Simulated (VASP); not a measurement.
Write the native input for VASP 6.6.1 that does the following.

```yaml
Task: single point
Functional: PBE
Dispersion: D3(BJ)
Potentials_or_basis: VASP PAW PBE potentials, release 64 (O, H, C)
Cutoff: 520 eV
k_mesh: 1 × 1 × 1
Occupations: fermi-dirac, width 0.05 eV
Spin: no spin polarisation
Dipole_correction: no
Further_INCAR_settings: LREAL = Auto; ALGO = Normal; EDIFF = 1e-07; NBANDS = 36
```

The structure of H10CO5 lies in POSCAR:

```
H10CO5
1.0
    5.6566530000      0.0000000000      0.0000000000
    0.0000000000      5.6566530000      0.0000000000
    0.0000000000      0.0000000000      5.6566530000
O H C
5 10 1
Direct
    0.4903076077      0.8865313110      0.0655688090
    0.5575204984      0.2925051263      0.8255235030
   -0.0513377787      0.5579801342      0.8418759291
    0.0469358824      1.0915111816     -0.0021037175
    0.1831118154      1.0166612659      0.5201308972
    0.5468251279      0.7362834524     -0.0152210150
    0.5953874137      1.0106506445     -0.0084148701
    0.4244736242      0.3393702955      0.7209210111
    0.6955880094      0.3818512467      0.7524590955
   -0.0207896790      0.7227418758      0.9043156793
   -0.0282145643      0.4647447881      0.9837442742
    0.2147559697      1.0443985162      0.0353565969
   -0.0306541695      1.1344694469      0.1456868576
    0.5183984239      0.8694010398      0.5630361275
    0.2318685626      0.6806675255      0.4897595804
    0.3219394932      0.8494775974      0.5368192109
```

One way to write it, as run:

INCAR

```
ALGO = Normal
EDIFF = 1E-7
ENCUT = 520
GGA = PE
ISIF = 2
ISMEAR = -1
IVDW = 12
LASPH = True
LCHARG = False
LREAL = Auto
LWAVE = False
NBANDS = 36
NELM = 100
PREC = Accurate
SIGMA = 0.05
```

KPOINTS

```
k-points
0
Gamma
  1 1 1
```

Potentials or basis: VASP PAW PBE potentials, release 64 (O, H, C).

Run with:

```console
$ cat potpaw_PBE.64/O/POTCAR potpaw_PBE.64/H/POTCAR potpaw_PBE.64/C/POTCAR > POTCAR
$ mpirun -np 1 vasp_gam > vasp.out
```

Results of the run:

```
Pressure                   : -2.6 GPa
Largest force              : 2.162 eV/Å
Dispersion energy per atom : -0.035 eV
```

Caveat: the k points lie up to 1.11 Å⁻¹ apart.

It took 25 s on 1 thread of Intel(R) Xeon(R) Platinum 8259CL CPU @ 2.50GHz (Skylake/Cascade Lake), with other jobs on the host, peak memory 0.25 GiB.
